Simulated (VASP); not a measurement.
# F (C2/m) in VASP: a series of runs

The runs below take F through single point, with PBEsol.

All numbers are computed with VASP 6.6.1; they aren't measurements. Logs are shortened: lines on timing, memory, paths and dates and some standing lists are left out, and cuts for length are marked.

## 1. The cell of the first run

It takes space group C2/m (No. 12, monoclinic). The conventional cell has a = 5.925 Å, b = 3.563 Å, c = 7.454 Å, α = 90.00°, β = 111.54°, γ = 90.00°. F (site symmetry m) has 1 F at 1.39 Å within 1.9 Å. F (site symmetry m) has 1 F at 1.39 Å within 1.9 Å.

## 2. Single point, PBEsol

Contents of INCAR:

```
PREC = Accurate
ENCUT = 520
EDIFF = 1E-6
ISMEAR = 0
SIGMA = 0.05
LREAL = False
LASPH = True
NELM = 60
ALGO = Normal
ISIF = 2
LWAVE = False
LCHARG = True
GGA = PS
LELF = True
LVHAR = True
NBANDS = 22
```

Contents of KPOINTS:

```
regular mesh
0
Gamma
  4 4 2
```

Contents of POSCAR:

```
F
1.0
    2.9537033374     -1.7813164107     -0.2278150825
    2.9537033374      1.7813164107     -0.2278150825
   -2.1959000118      0.0000000000      7.1233033672
F
4
Direct
    0.0848459664      0.0848459664      0.0940038325
    0.9151540336      0.9151540336      0.9059961675
    0.5015719855      0.5015719855      0.5937195244
    0.4984280145      0.4984280145      0.4062804756
```

Potentials or basis: VASP PAW PBE potentials, release 64 (F).

Launch:

```sh
cat potpaw_PBE.64/F/POTCAR > POTCAR
mpirun -np 1 vasp_std > vasp.out
```

OUTCAR:

```text
PREC = Accurate
   ENCUT = 520
   EDIFF = 1E-6
   ISMEAR = 0
   LREAL = False
   LASPH = True
   NELM = 60
   ISIF = 2
   GGA = PS

 ion  position               nearest neighbor table
   1  0.085  0.085  0.094-   2 1.39
   2  0.915  0.915  0.906-   1 1.39
   3  0.502  0.502  0.594-   4 1.39
   4  0.498  0.498  0.406-   3 1.39

  LATTYP: Found a base centered monoclinic cell.
 ALAT       =     5.9249516849
 B/A-ratio  =     0.6012931431
 C/A-ratio  =     1.2580841809
 COS(beta)  =    -0.3672053764

  Lattice vectors:

 A1 = (   2.9537033374,  -1.7813164107,  -0.2278150825)
 A2 = (   2.9537033374,   1.7813164107,  -0.2278150825)
 A3 = (  -2.1959000118,   0.0000000000,   7.1233033672)

Analysis of symmetry for initial positions (statically):
=====================================================================
 Subroutine PRICEL returns:
 Original cell was already a primitive cell.

 Routine SETGRP: Setting up the symmetry group for a
 base centered monoclinic supercell.

 Subroutine GETGRP returns: Found  4 space group operations
 (whereof  4 operations were pure point group operations)
 out of a pool of  4 trial point group operations.

The static configuration has the point symmetry C_2h.

Analysis of symmetry for dynamics (positions and initial velocities):
=====================================================================
 Subroutine PRICEL returns:
 Original cell was already a primitive cell.

 Routine SETGRP: Setting up the symmetry group for a
 base centered monoclinic supercell.

 Subroutine GETGRP returns: Found  4 space group operations
 (whereof  4 operations were pure point group operations)
 out of a pool of  4 trial point group operations.

The dynamic configuration has the point symmetry C_2h.

 Subroutine INISYM returns: Found  4 space group operations
 (whereof  4 operations are pure point group operations),
 and found     1 'primitive' translations

----------------------------------------------------------------------------------------

                                     Primitive cell

  volume of cell :      73.1760

  direct lattice vectors                    reciprocal lattice vectors
     2.953703337 -1.781316411 -0.227815082     0.173401897 -0.280691289  0.053454585
     2.953703337  1.781316411 -0.227815082     0.173401897  0.280691289  0.053454585
    -2.195900012  0.000000000  7.123303367     0.011091362  0.000000000  0.143803439

  length of vectors
     3.456783371  3.456783371  7.454087987     0.334235262  0.334235262  0.144230536

  position of ions in fractional coordinates (direct lattice)
     0.084845966  0.084845966  0.094003833
     0.915154034  0.915154034  0.905996167
     0.501571985  0.501571985  0.593719524
     0.498428014  0.498428014  0.406280476

  ion indices of the primitive-cell ions
   primitive index   ion index
                 1           1
                 2           2
                 3           3
                 4           4

----------------------------------------------------------------------------------------

 KPOINTS: regular mesh

Automatic generation of k-mesh.
 Grid dimensions read from file:
 generate k-points for:    4    4    2

 Generating k-lattice:

  Cartesian coordinates                     Fractional coordinates (reciprocal lattice)
     0.043350474 -0.070172822  0.013363646     0.250000000 -0.000000000  0.000000000
     0.043350474  0.070172822  0.013363646    -0.000000000  0.250000000  0.000000000
     0.005545681  0.000000000  0.071901720     0.000000000  0.000000000  0.500000000

  Length of vectors
     0.083558815  0.083558815  0.072115268

  Shift w.r.t. Gamma in fractional coordinates (k-lattice)
     0.000000000  0.000000000  0.000000000

 Subroutine IBZKPT returns following result:
 ===========================================

 Found     14 irreducible k-points:

 Following reciprocal coordinates:
            Coordinates               Weight
  0.000000  0.000000  0.000000      1.000000
  0.250000 -0.000000  0.000000      4.000000
  0.500000 -0.000000  0.000000      2.000000
  0.250000  0.250000  0.000000      2.000000
  0.500000  0.250000  0.000000      4.000000
 -0.250000  0.250000  0.000000      2.000000
  0.500000  0.500000  0.000000      1.000000
  0.000000  0.000000  0.500000      1.000000
  0.250000  0.000000  0.500000      4.000000
  0.500000 -0.000000  0.500000      2.000000
  0.250000  0.250000  0.500000      2.000000
  0.500000  0.250000  0.500000      4.000000
 -0.250000  0.250000  0.500000      2.000000
  0.500000  0.500000  0.500000      1.000000
   k-points           NKPTS =     14   k-points in BZ     NKDIM =     14   number of bands    NBANDS=     22
   number of dos      NEDOS =    301   number of ions     NIONS =      4
   total plane-waves  NPLWV =  43904
   dimension x,y,z NGX =    28 NGY =   28 NGZ =   56
   dimension x,y,z NGXF=    56 NGYF=   56 NGZF=  112
   ions per type =               4
   NGX,Y,Z   is equivalent  to a cutoff of  13.47, 13.47, 12.49 a.u.
   NGXF,Y,Z  is equivalent  to a cutoff of  26.93, 26.93, 24.98 a.u.
 SYSTEM =  unknown system
   PREC   = accura    normal or accurate (medium, high low for compatibility)
   ISTART =      0    job   : 0-new  1-cont  2-samecut
   ICHARG =      2    charge: 1-file 2-atom 10-const
   ISPIN  =      1    spin polarized calculation?
   LNONCOLLINEAR =      F non collinear calculations
   LSORBIT =      F    spin-orbit coupling
   LASPH  =      T    aspherical Exc in radial PAW
   ENCUT  =  520.0 eV  38.22 Ry    6.18 a.u.   6.43  6.43 13.86*2*pi/ulx,y,z
   NELM   =     60;   NELMIN=  2; NELMDL= -5     # of ELM steps
   EDIFF  = 0.1E-05   stopping-criterion for ELM
   LREAL  =      F    real-space projection
   EDIFFG = 0.1E-04   stopping-criterion for IOM
   NSW    =      0    number of steps for IOM
   IBRION =     -1    ionic relax: 0-MD 1-quasi-New 2-CG
   NFREE  =      0    steps in history (QN), initial steepest desc. (CG)
   ISIF   =      2    stress and relaxation
   ISYM   =      2    0-nonsym 1-usesym 2-fastsym
   POTIM  = 0.5000    time-step for ionic-motion
   TEBEG  =    0.0;   TEEND  =   0.0 temperature during run
   PSTRESS=    0.0 pullay stress
   NELECT =      28.0000    total number of electrons
   NUPDOWN=      -1.0000    fix difference up-down
   EMIN   =  10.00;   EMAX   =-10.00  energy-range for DOS
   EFERMI =   0.00;   METHOD = LEGACY
   ISMEAR =     0;   SIGMA  =   0.05  broadening in eV -4-tet -1-fermi 0-gaus
   EFERMI_NEDOS =   21; number of points for ismear=-14 and -15
   IALGO  =     38    algorithm
   IMIX   =      4    mixing-type and parameters
     AMIX     =   0.40;   BMIX     =  1.00
     AMIX_MAG =   1.60;   BMIX_MAG =  1.00
  volume/ion in A,a.u.               =      18.29       123.45
  Fermi-wavevector in a.u.,A,eV,Ry     =   1.188515  2.245967 19.219149  1.412568
  Thomas-Fermi vector in A             =   2.324643
   LORBIT       =      0    0 simple, 1 ext, 2 COOP (PROOUT), +10 PAW based schemes
   GGA     = PS    functional components
   LHFCALC =     F    Hartree Fock is set to
   AEXX    =    0.0000 exact exchange contribution
   IVDW    =     0    specifies the selected vdW correction
   LEPSILON=     F    determine dielectric tensor
   LRPA    =     F    only Hartree local field effects (RPA)
 non-spin polarized calculation
 Gauss-broadening in eV      SIGMA  =   0.05
  energy-cutoff  :      520.00
  volume of cell :       73.18
 maximum number of plane-waves:      1988
 NGX is ok and might be reduce to    28
   NGX = 13   NGY = 13   NGZ = 27

 number of electron      28.0000008 magnetization

 Free energy of the ion-electron system (eV)
  ---------------------------------------------------
  ext. energy  EPLUGINS =         0.00000000
  ---------------------------------------------------
  free energy    TOTEN  =        -7.78310635 eV

  energy without entropy =       -7.78310635  energy(sigma->0) =       -7.78310635

 E-fermi :  -5.2558     XC(G=0):  -6.9664

 val. band max:       -5.5580494624   @ k =   0.5000   0.5000   0.0000
 cond. band min:      -2.4856671793   @ k =   0.0000   0.0000   0.0000
 fundamental gap:      3.0723822831
 Fermi energy:        -5.2558019253

 k-point     1 :       0.0000    0.0000    0.0000
  band No.  band energies     occupation
      1     -30.8683      2.00000
      2     -30.6958      2.00000
      3     -24.0616      2.00000
      4     -23.7679      2.00000
      5     -12.3734      2.00000
      6     -11.6999      2.00000
[... 14 lines left out ...]
     21      13.7206      0.00000
     22      14.8467      0.00000

 k-point     2 :       0.2500   -0.0000    0.0000
  band No.  band energies     occupation
      1     -30.8438      2.00000
      2     -30.6811      2.00000
      3     -24.0125      2.00000
      4     -23.7952      2.00000
      5     -12.2747      2.00000
      6     -11.7894      2.00000
[... 14 lines left out ...]
     21      11.7118      0.00000
     22      13.2383      0.00000

 k-point     3 :       0.5000   -0.0000    0.0000
  band No.  band energies     occupation
      1     -30.8188      2.00000
      2     -30.6665      2.00000
      3     -23.9411      2.00000
      4     -23.8450      2.00000
      5     -12.0767      2.00000
      6     -11.9776      2.00000
[... 14 lines left out ...]
     21      10.4772      0.00000
     22      10.7328      0.00000
[... 226 lines left out ...]
 k-point    13 :      -0.2500    0.2500    0.5000
  band No.  band energies     occupation
      1     -30.8188      2.00000
      2     -30.6666      2.00000
      3     -23.9413      2.00000
      4     -23.8451      2.00000
      5     -12.0719      2.00000
      6     -11.9751      2.00000
[... 14 lines left out ...]
     21      10.8356      0.00000
     22      10.8984      0.00000

 k-point    14 :       0.5000    0.5000    0.5000
  band No.  band energies     occupation
      1     -30.8077      2.00000
      2     -30.6557      2.00000
      3     -23.9491      2.00000
      4     -23.8529      2.00000
      5     -12.0938      2.00000
      6     -11.9985      2.00000
[... 14 lines left out ...]
     21       9.5640      0.00000
     22       9.7199      0.00000

------------------------ aborting loop because EDIFF is reached ----------------------------------------

  FORCE on cell =-STRESS in cart. coord.  units (eV):
  Direction    XX          YY          ZZ          XY          YZ          ZX
  --------------------------------------------------------------------------------------
  -------------------------------------------------------------------------------------
  Total        0.0941927     -0.2313755      1.7754903      0.0000000      0.0000000      0.1381524
  in kB        2.0623347     -5.0659314     38.8740896      0.0000000      0.0000000      3.0248263
  external PRESSURE =      11.9568310 kB  Pullay stress =       0.0000000 kB

 VOLUME and BASIS-vectors are now :
 -----------------------------------------------------------------------------
  energy-cutoff  :      520.00
  volume of cell :       73.18
      direct lattice vectors                 reciprocal lattice vectors
     2.953703337 -1.781316411 -0.227815082     0.173401897 -0.280691289  0.053454585
     2.953703337  1.781316411 -0.227815082     0.173401897  0.280691289  0.053454585
    -2.195900012  0.000000000  7.123303367     0.011091362  0.000000000  0.143803439

 POSITION                                       TOTAL-FORCE (eV/Angst)
 -----------------------------------------------------------------------------------
      0.29480      0.00000      0.63096         0.341547      0.000000      0.736696
      3.41671      0.00000      6.03671        -0.341547      0.000000     -0.736696
      1.65924      0.00000      4.00071        -0.233844      0.000000      0.773648
      2.05227      0.00000      2.66696         0.233844      0.000000     -0.773648
 -----------------------------------------------------------------------------------
    total drift:                                0.000000      0.000000     -0.000000

  FREE ENERGIE OF THE ION-ELECTRON SYSTEM (eV)
  ---------------------------------------------------
  free  energy   TOTEN  =        -7.7831063472 eV

  energy  without entropy=       -7.7831063472  energy(sigma->0) =       -7.78310635
```

Wall time 31 s (1 thread of AMD EPYC 7R13, shared host); peak memory 0.16 GiB.

What came out:

| Quantity | Value |
| --- | --- |
| Free energy | -7.7831 eV |
| Pressure | 1.2 GPa |
| Largest force | 0.812 eV/Å |
| Band gap on the k mesh | 3.07 eV, indirect (least direct gap 3.16 eV) |

Forces in eV/Å, atoms in the order of the input:
```
F    0.342  0.000  0.737
F   -0.342  0.000 -0.737
F   -0.234  0.000  0.774
F    0.234  0.000 -0.774
```

Caveat: the k points lie up to 0.53 Å⁻¹ apart; the PAW data sets were made with another functional, which shifts forces and pressure a little. PBEsol gaps usually lie below the measured ones, often by a third to a half.

## 3. Single point, PBEsol

This run uses another cell than the first one, of 21.06 Å³/atom, 1.151 times its volume.

Contents of INCAR:

```
SYSTEM = F
  ALGO = Normal
  EDIFF = 1E-6
  ENCUT = 520
  GGA = PS
  ISIF = 2
  ISMEAR = 0
  LASPH = .True.
  LCHARG = .False.
  LREAL = .False.
  LWAVE = .False.
  NBANDS = 22
  NELM = 60
  PREC = Accurate
  SIGMA = 0.05
```

Contents of KPOINTS:

```
k-points
0
Gamma
  4 4 2
  0 0 0
```

Contents of POSCAR:

```
F
1.0
    3.0629478915     -1.8769390433     -0.2362409650
    3.0629478915      1.8769390433     -0.2362409650
   -2.2682152308      0.0000000000      7.5021743783
F
4
Direct
    0.0848459664      0.0848459664      0.0940038325
    0.9151540336      0.9151540336      0.9059961675
    0.5015719855      0.5015719855      0.5937195244
    0.4984280145      0.4984280145      0.4062804756
```

Potentials or basis: VASP PAW PBE potentials, release 64 (F).

Launch:

```sh
cat potpaw_PBE.64/F/POTCAR > POTCAR
mpirun -np 1 vasp_std > vasp.out
```

It took 15 s on 1 thread of AMD EPYC 9R14 (Zen 4), shared host; peak memory 0.16 GiB.

It converged, with:

| Item | Value |
| --- | --- |
| Free energy | -7.7069 eV |
| Pressure | -3.6 GPa |
| Largest force | 1.612 eV/Å |
| Band gap on the k mesh | 2.38 eV, indirect (least direct gap 2.43 eV) |

Forces on the atoms (eV/Å):
```
F   -0.674  0.000 -1.443
F    0.674  0.000  1.443
F    0.452  0.000 -1.547
F   -0.452  0.000  1.547
```

Stress tensor (GPa, compression positive):
```
-1.66  0.00 -0.58
 0.00 -0.52  0.00
-0.58  0.00 -8.53
```

Levels at points of the mesh, in eV from the valence-band top:
```
           k point  band 10  band 11  band 12  band 13  band 14  band 15  band 16  band 17  band 18  band 19
(0.00, 0.00, 0.00)    -2.89    -0.24    -0.15    -0.07    -0.05     2.38     3.04     8.73    11.11    11.74
(0.50, 0.00, 0.00)    -2.96    -0.31    -0.23    -0.21    -0.11     2.72     2.82    12.42    12.55    13.96
(0.50, 0.50, 0.00)    -3.01    -0.29    -0.24    -0.15     0.00     2.67     2.83    12.95    13.22    13.25
(0.00, 0.00, 0.50)    -2.90    -0.23    -0.15    -0.10    -0.05     2.65     2.75     9.48     9.50    14.33
(0.50, 0.00, 0.50)    -2.95    -0.37    -0.25    -0.14    -0.04     2.57     2.94    12.31    13.13    13.41
(0.50, 0.50, 0.50)    -3.05    -0.32    -0.19    -0.17    -0.07     2.72     2.82    12.64    12.73    14.66
```

Caveat: the k points lie up to 0.50 Å⁻¹ apart; the PAW data sets were made with another functional, which shifts forces and pressure a little.

## 4. Single point, PBEsol

This run uses another cell than the first one, of 21.52 Å³/atom, 1.177 times its volume.

Contents of INCAR:

```
SYSTEM = F
PREC     = Accurate       ! precision mode
ENCUT    = 520            ! plane-wave cutoff, eV
EDIFF    = 1E-6           ! SCF threshold, eV
ISMEAR   = 0              ! smearing method
SIGMA    = 0.05           ! smearing width, eV
LREAL    = .False.        ! projectors in reciprocal space
LASPH    = .True.         ! aspherical terms in the spheres
NELM     = 100            ! most SCF steps
ALGO     = Normal         ! electronic algorithm
ISIF     = 2              ! what is computed and relaxed
LWAVE    = .False.        ! write WAVECAR
LCHARG   = .True.         ! write CHGCAR
GGA      = PS             ! functional
LELF     = .True.         ! ELF
LVHAR    = .True.       
NBANDS   = 22             ! bands
```

Contents of KPOINTS:

```
regular mesh
0
Gamma
  4 4 2
  0 0 0
```

Contents of POSCAR:

```
F
1.0
    3.0523719292     -1.9006530452     -0.2354252555
    3.0523719292      1.9006530452     -0.2354252555
   -2.2513455936      0.0000000000      7.5934484142
F
4
Direct
    0.0848459664      0.0848459664      0.0940038325
    0.9151540336      0.9151540336      0.9059961675
    0.5015719855      0.5015719855      0.5937195244
    0.4984280145      0.4984280145      0.4062804756
```

Launch:

```sh
cat potpaw_PBE.64/F/POTCAR > POTCAR
mpirun -np 1 vasp_std > vasp.out
```

Wall time 16 s (1 thread of AMD EPYC 9R14 (Zen 4), shared host); peak memory 0.16 GiB.

Results (log left out):

- Free energy: -7.6475 eV
- Pressure: -4.3 GPa
- Largest force: 2.008 eV/Å
- Band gap on the k mesh: 2.24 eV, indirect (least direct gap 2.28 eV)

Forces on the atoms (eV/Å):
```
F   -0.830  0.000 -1.803
F    0.830  0.000  1.803
F    0.552  0.000 -1.931
F   -0.552  0.000  1.931
```

Stress tensor (GPa, compression positive):
```
 -1.89   0.00  -0.72
  0.00  -0.51   0.00
 -0.72   0.00 -10.42
```

Levels at points of the mesh, in eV from the valence-band top:
```
           k point  band 11  band 12  band 13  band 14  band 15  band 16  band 17  band 18
(0.00, 0.00, 0.00)    -0.22    -0.15    -0.06    -0.04     2.24     2.87     8.76    11.12
(0.50, 0.00, 0.00)    -0.30    -0.21    -0.19    -0.09     2.56     2.66    12.40    12.53
(0.50, 0.50, 0.00)    -0.28    -0.24    -0.14     0.00     2.52     2.68    12.99    13.27
(0.00, 0.00, 0.50)    -0.21    -0.14    -0.08    -0.04     2.50     2.60     9.49     9.51
(0.50, 0.00, 0.50)    -0.35    -0.24    -0.13    -0.04     2.41     2.78    12.29    13.10
(0.50, 0.50, 0.50)    -0.31    -0.18    -0.17    -0.07     2.56     2.67    12.69    12.77
```

Caveat: the k points lie up to 0.50 Å⁻¹ apart; the PAW data sets were made with another functional, which shifts forces and pressure a little. Expect the measured gap to be larger: semilocal functionals such as PBEsol lack the derivative discontinuity.

## 5. Summary

| cell | gap on the mesh (eV) | pressure (GPa) | largest force (eV/Å) |
| --- | --- | --- | --- |
| a = 3.457, b = 3.457, c = 7.454 Å, angles 108.3, 108.3, 62.0°, 4 atoms | 3.07 | 1.2 | 0.81 |
| a = 3.600, b = 3.600, c = 7.838 Å, angles 108.0, 108.0, 62.8°, 4 atoms | 2.38 | -3.6 | 1.61 |
| a = 3.603, b = 3.603, c = 7.920 Å, angles 107.7, 107.7, 63.7°, 4 atoms | 2.24 | -4.3 | 2.01 |

Alike in all rows: task single point; level PBEsol; potentials or basis VASP PAW PBE potentials, release 64 (F); no spin polarisation; k mesh 4 × 4 × 2; cutoff (eV) 520; smearing gaussian 0.05 eV.

Caveats: all runs use coarse meshes; the PAW data sets were made with another functional, which shifts forces and pressure a little.

Absolute energies hang on the potentials; compare differences alone.
